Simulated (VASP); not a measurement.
# NaCl in VASP: notebook

Runs on NaCl. Level: PBE. Tasks: electric field gradients, density of states.

Program: VASP 6.6.1. These are calculated values, not measurements. Logs are shortened: lines on timing, memory, paths and dates and some standing lists are left out, and cuts for length are marked.

### 1 The cell of the first run

It takes space group Fm-3m (No. 225, cubic). The conventional cell has a = 5.738 Å, b = 5.738 Å, c = 5.738 Å, α = 90.00°, β = 90.00°, γ = 90.00°. Within 3.8 Å of Na (site symmetry m-3m) lie 6 Cl at 2.87 Å. Within 3.8 Å of Cl (site symmetry m-3m) lie 6 Na at 2.87 Å.

### 2 Electric field gradients, PBE (volume scaled by 1.04)

Input file INCAR:

```
ALGO     = Normal         # electronic algorithm
EDIFF    = 1E-8           # SCF threshold, eV
ENCUT    = 520            # plane-wave cutoff, eV
GGA      = PE             # functional
ISIF     = 2              # what is computed and relaxed
ISMEAR   = -1             # smearing method
LASPH    = True           # aspherical terms in the spheres
LCHARG   = False          # write CHGCAR
LEFG     = True         
LREAL    = False          # projectors in reciprocal space
LWAVE    = False          # write WAVECAR
NBANDS   = 14             # bands
NELM     = 60             # most SCF steps
PREC     = Accurate       # precision mode
SIGMA    = 0.03           # smearing width, eV
```

Input file KPOINTS:

```
k-points
0
Gamma
  7 7 7
```

Input file POSCAR:

```
NaCl
1.0
    0.0000000000      2.8690141418      2.8690141418
    2.8690141418      0.0000000000      2.8690141418
    2.8690141418      2.8690141418      0.0000000000
Na Cl
1 1
Direct
    0.0000000000      0.0000000000      0.0000000000
    0.5000000000      0.5000000000      0.5000000000
```

Potentials or basis: VASP PAW PBE potentials, release 64 (Na_pv, Cl).

Launch:

```
> cat potpaw_PBE.64/Na_pv/POTCAR potpaw_PBE.64/Cl/POTCAR > POTCAR
> mpirun -np 1 vasp_std > vasp.out
```

OUTCAR:

```text
EDIFF = 1E-8
   ENCUT = 520
   GGA = PE
   ISIF = 2
   ISMEAR = -1
   LASPH = True
   LREAL = False
   NELM = 60
   PREC = Accurate

 ion  position               nearest neighbor table
   1  0.000  0.000  0.000-
   2  0.500  0.500  0.500-

  LATTYP: Found a face centered cubic cell.
 ALAT       =     5.7380282836

  Lattice vectors:

 A1 = (   0.0000000000,   2.8690141418,   2.8690141418)
 A2 = (   2.8690141418,   0.0000000000,   2.8690141418)
 A3 = (   2.8690141418,   2.8690141418,   0.0000000000)

Analysis of symmetry for initial positions (statically):
[... 33 lines left out ...]
                                     Primitive cell

  volume of cell :      47.2311

  direct lattice vectors                    reciprocal lattice vectors
     0.000000000  2.869014142  2.869014142    -0.174275892  0.174275892  0.174275892
     2.869014142  0.000000000  2.869014142     0.174275892 -0.174275892  0.174275892
     2.869014142  2.869014142  0.000000000     0.174275892  0.174275892 -0.174275892

  length of vectors
     4.057398710  4.057398710  4.057398710     0.301854700  0.301854700  0.301854700

  position of ions in fractional coordinates (direct lattice)
[... 8 lines left out ...]
----------------------------------------------------------------------------------------

 KPOINTS: k-points

Automatic generation of k-mesh.
 Grid dimensions read from file:
 generate k-points for:    7    7    7

 Generating k-lattice:

  Cartesian coordinates                     Fractional coordinates (reciprocal lattice)
    -0.024896556  0.024896556  0.024896556     0.142857143  0.000000000  0.000000000
     0.024896556 -0.024896556  0.024896556     0.000000000  0.142857143  0.000000000
     0.024896556  0.024896556 -0.024896556     0.000000000  0.000000000  0.142857143

  Length of vectors
     0.043122100  0.043122100  0.043122100

  Shift w.r.t. Gamma in fractional coordinates (k-lattice)
     0.000000000  0.000000000  0.000000000

 Subroutine IBZKPT returns following result:
 ===========================================

 Found     20 irreducible k-points:

 Following reciprocal coordinates:
            Coordinates               Weight
  0.000000  0.000000  0.000000      1.000000
  0.142857  0.000000  0.000000      8.000000
  0.285714  0.000000  0.000000      8.000000
  0.428571  0.000000  0.000000      8.000000
  0.142857  0.142857  0.000000      6.000000
  0.285714  0.142857  0.000000     24.000000
[... 12 lines left out ...]
 -0.428571  0.428571  0.142857     24.000000
 -0.285714  0.428571  0.142857     24.000000
   k-points           NKPTS =     20   k-points in BZ     NKDIM =     20   number of bands    NBANDS=     14
   number of dos      NEDOS =    301   number of ions     NIONS =      2
   total plane-waves  NPLWV =  27000
   dimension x,y,z NGX =    30 NGY =   30 NGZ =   30
   dimension x,y,z NGXF=    60 NGYF=   60 NGZF=   60
   ions per type =               1   1
   NGX,Y,Z   is equivalent  to a cutoff of  12.29, 12.29, 12.29 a.u.
   NGXF,Y,Z  is equivalent  to a cutoff of  24.58, 24.58, 24.58 a.u.
 SYSTEM =  unknown system
   PREC   = accura    normal or accurate (medium, high low for compatibility)
   ISTART =      0    job   : 0-new  1-cont  2-samecut
   ICHARG =      2    charge: 1-file 2-atom 10-const
   ISPIN  =      1    spin polarized calculation?
   LNONCOLLINEAR =      F non collinear calculations
   LSORBIT =      F    spin-orbit coupling
   LASPH  =      T    aspherical Exc in radial PAW
   ENCUT  =  520.0 eV  38.22 Ry    6.18 a.u.   7.54  7.54  7.54*2*pi/ulx,y,z
   NELM   =     60;   NELMIN=  2; NELMDL= -5     # of ELM steps
   EDIFF  = 0.1E-07   stopping-criterion for ELM
   LREAL  =      F    real-space projection
   EDIFFG = 0.1E-06   stopping-criterion for IOM
   NSW    =      0    number of steps for IOM
   IBRION =     -1    ionic relax: 0-MD 1-quasi-New 2-CG
   NFREE  =      0    steps in history (QN), initial steepest desc. (CG)
   ISIF   =      2    stress and relaxation
   ISYM   =      2    0-nonsym 1-usesym 2-fastsym
   POTIM  = 0.5000    time-step for ionic-motion
   TEBEG  =    0.0;   TEEND  =   0.0 temperature during run
   PSTRESS=    0.0 pullay stress
   NELECT =      14.0000    total number of electrons
   NUPDOWN=      -1.0000    fix difference up-down
   EMIN   =  10.00;   EMAX   =-10.00  energy-range for DOS
   EFERMI =   0.00;   METHOD = LEGACY
   ISMEAR =    -1;   SIGMA  =   0.03  broadening in eV -4-tet -1-fermi 0-gaus
   EFERMI_NEDOS =   21; number of points for ismear=-14 and -15
   IALGO  =     38    algorithm
   IMIX   =      4    mixing-type and parameters
     AMIX     =   0.40;   BMIX     =  1.00
     AMIX_MAG =   1.60;   BMIX_MAG =  1.00
  volume/ion in A,a.u.               =      23.62       159.37
  Fermi-wavevector in a.u.,A,eV,Ry     =   1.091545  2.062720 16.210928  1.191470
  Thomas-Fermi vector in A             =   2.227792
   LORBIT       =      0    0 simple, 1 ext, 2 COOP (PROOUT), +10 PAW based schemes
   GGA     = PE    functional components
   LHFCALC =     F    Hartree Fock is set to
   AEXX    =    0.0000 exact exchange contribution
   IVDW    =     0    specifies the selected vdW correction
   LEPSILON=     F    determine dielectric tensor
   LRPA    =     F    only Hartree local field effects (RPA)
 non-spin polarized calculation
  energy-cutoff  :      520.00
  volume of cell :       47.23
 maximum number of plane-waves:      1299
 NGX is ok and might be reduce to    30
   NGX = 15   NGY = 15   NGZ = 15

 number of electron      13.9999996 magnetization

 Free energy of the ion-electron system (eV)
  ---------------------------------------------------
  ext. energy  EPLUGINS =         0.00000000
  ---------------------------------------------------
  free energy    TOTEN  =        -6.77637762 eV

  energy without entropy =       -6.77637762  energy(sigma->0) =       -6.77637762

 E-fermi :  -0.3858     XC(G=0):  -7.9475

 val. band max:       -1.0193789813   @ k =   0.0000   0.0000   0.0000
 cond. band min:       3.8954912601   @ k =   0.0000   0.0000   0.0000
 fundamental gap:      4.9148702414
 Fermi energy:        -0.3857876087

 k-point     1 :       0.0000    0.0000    0.0000
  band No.  band energies     occupation
      1     -21.9428      2.00000
      2     -21.9428      2.00000
      3     -21.9428      2.00000
      4     -13.5676      2.00000
      5      -1.0194      2.00000
      6      -1.0194      2.00000
      7      -1.0194      2.00000
      8       3.8955      0.00000
      9      10.0429      0.00000
     10      10.0429      0.00000
     11      10.0429      0.00000
     12      12.1379      0.00000
     13      12.1379      0.00000
     14      13.6597      0.00000

 k-point     2 :       0.1429    0.0000    0.0000
  band No.  band energies     occupation
      1     -21.9471      2.00000
      2     -21.9431      2.00000
      3     -21.9431      2.00000
      4     -13.5156      2.00000
      5      -1.4475      2.00000
      6      -1.0660      2.00000
      7      -1.0660      2.00000
      8       4.4969      0.00000
      9       9.3804      0.00000
     10      10.2586      0.00000
     11      10.2586      0.00000
     12      11.8150      0.00000
     13      11.8150      0.00000
     14      14.5673      0.00000

 k-point     3 :       0.2857    0.0000    0.0000
  band No.  band energies     occupation
      1     -21.9567      2.00000
      2     -21.9439      2.00000
      3     -21.9439      2.00000
      4     -13.3952      2.00000
      5      -2.2142      2.00000
      6      -1.1670      2.00000
      7      -1.1670      2.00000
      8       5.5896      0.00000
      9       8.8053      0.00000
     10      10.1872      0.00000
     11      10.1872      0.00000
     12      12.3435      0.00000
     13      12.3435      0.00000
     14      14.0142      0.00000

 k-point     4 :       0.4286    0.0000    0.0000
  band No.  band energies     occupation
      1     -21.9643      2.00000
      2     -21.9445      2.00000
      3     -21.9445      2.00000
      4     -13.2948      2.00000
      5      -2.7233      2.00000
      6      -1.2446      2.00000
      7      -1.2446      2.00000
      8       6.1177      0.00000
      9       9.0795      0.00000
     10       9.8707      0.00000
     11       9.8707      0.00000
     12      13.6385      0.00000
     13      14.1138      0.00000
     14      14.1138      0.00000

 k-point     5 :       0.1429    0.1429    0.0000
  band No.  band energies     occupation
      1     -21.9468      2.00000
      2     -21.9440      2.00000
      3     -21.9440      2.00000
      4     -13.4999      2.00000
      5      -1.4673      2.00000
      6      -1.1327      2.00000
      7      -1.1327      2.00000
      8       4.6906      0.00000
      9       9.0705      0.00000
     10      10.4675      0.00000
     11      10.4675      0.00000
[... 208 lines left out ...]
 k-point    18 :      -0.4286    0.2857    0.1429
  band No.  band energies     occupation
      1     -21.9595      2.00000
      2     -21.9501      2.00000
      3     -21.9466      2.00000
      4     -13.2548      2.00000
      5      -2.4457      2.00000
      6      -1.7748      2.00000
      7      -1.4173      2.00000
      8       7.3238      0.00000
      9       8.2044      0.00000
     10       8.7449      0.00000
     11      10.7073      0.00000
     12      12.8676      0.00000
     13      14.1873      0.00000
     14      15.4977      0.00000

 k-point    19 :      -0.4286    0.4286    0.1429
  band No.  band energies     occupation
      1     -21.9574      2.00000
      2     -21.9507      2.00000
      3     -21.9492      2.00000
      4     -13.2387      2.00000
      5      -2.3932      2.00000
      6      -1.7561      2.00000
      7      -1.5979      2.00000
      8       7.0436      0.00000
      9       7.7129      0.00000
     10       9.1126      0.00000
     11      11.2702      0.00000
     12      13.2466      0.00000
     13      14.6092      0.00000
     14      15.3949      0.00000

 k-point    20 :      -0.2857    0.4286    0.1429
  band No.  band energies     occupation
      1     -21.9550      2.00000
      2     -21.9546      2.00000
      3     -21.9488      2.00000
      4     -13.2267      2.00000
      5      -2.1750      2.00000
      6      -2.1164      2.00000
      7      -1.5805      2.00000
      8       7.5689      0.00000
      9       8.1034      0.00000
     10       8.8467      0.00000
     11      10.4767      0.00000
     12      13.2836      0.00000
     13      14.1094      0.00000
     14      15.7698      0.00000

------------------------ aborting loop because EDIFF is reached ----------------------------------------

  FORCE on cell =-STRESS in cart. coord.  units (eV):
  Direction    XX          YY          ZZ          XY          YZ          ZX
  --------------------------------------------------------------------------------------
  -------------------------------------------------------------------------------------
  Total       -0.1560809     -0.1560809     -0.1560809     -0.0000000      0.0000000      0.0000000
  in kB       -5.2945909     -5.2945909     -5.2945909     -0.0000000      0.0000000      0.0000000
  external PRESSURE =      -5.2945909 kB  Pullay stress =       0.0000000 kB

 VOLUME and BASIS-vectors are now :
 -----------------------------------------------------------------------------
  energy-cutoff  :      520.00
  volume of cell :       47.23
      direct lattice vectors                 reciprocal lattice vectors
     0.000000000  2.869014142  2.869014142    -0.174275892  0.174275892  0.174275892
     2.869014142  0.000000000  2.869014142     0.174275892 -0.174275892  0.174275892
     2.869014142  2.869014142  0.000000000     0.174275892  0.174275892 -0.174275892

 POSITION                                       TOTAL-FORCE (eV/Angst)
 -----------------------------------------------------------------------------------
      0.00000      0.00000      0.00000        -0.000000     -0.000000     -0.000000
      2.86901      2.86901      2.86901         0.000000      0.000000      0.000000
 -----------------------------------------------------------------------------------
    total drift:                               -0.000000      0.000000      0.000000

  FREE ENERGIE OF THE ION-ELECTRON SYSTEM (eV)
  ---------------------------------------------------
  free  energy   TOTEN  =        -6.7763776224 eV

  energy  without entropy=       -6.7763776224  energy(sigma->0) =       -6.77637762

 Electric field gradients (V/A^2)
---------------------------------------------------------------------
 ion       V_xx      V_yy      V_zz      V_xy      V_xz      V_yz
---------------------------------------------------------------------
   1      -0.000    -0.000     0.000    -0.004    -0.004    -0.004
   2      -0.000    -0.000     0.000     0.000     0.000     0.000
---------------------------------------------------------------------

 Electric field gradients after diagonalization (V/A^2)
 (convention: |V_zz| > |V_xx| > |V_yy|)
----------------------------------------------------------------------
 ion       V_xx      V_yy      V_zz     asymmetry (V_yy - V_xx)/ V_zz
----------------------------------------------------------------------
   1       0.004     0.004    -0.007       0.000
   2      -0.000    -0.000     0.001       0.000
----------------------------------------------------------------------

           NMR quadrupolar parameters

 Cq : quadrupolar parameter    Cq=e*Q*V_zz/h
 eta: asymmetry parameters     (V_yy - V_xx)/ V_zz
 Q  : nuclear electric quadrupole moment in mb (millibarn)
----------------------------------------------------------------------
 ion       Cq(MHz)       eta       Q (mb)
----------------------------------------------------------------------
   1      -0.000       0.000       1.000
   2       0.000       0.000       1.000
----------------------------------------------------------------------
```

Wall time 8.3 s (1 thread of AMD EPYC 9R45 (Zen 5), shared host); peak memory 0.13 GiB.

What came out:

* Free energy: -6.7764 eV
* Pressure: -0.5 GPa
* Band gap on the k mesh: 4.91 eV, direct

Caveat: without QUAD_EFG the Cq values of the log hold for a quadrupole moment of 1 mb, not for the nuclei.

[end of part 1 of 3]
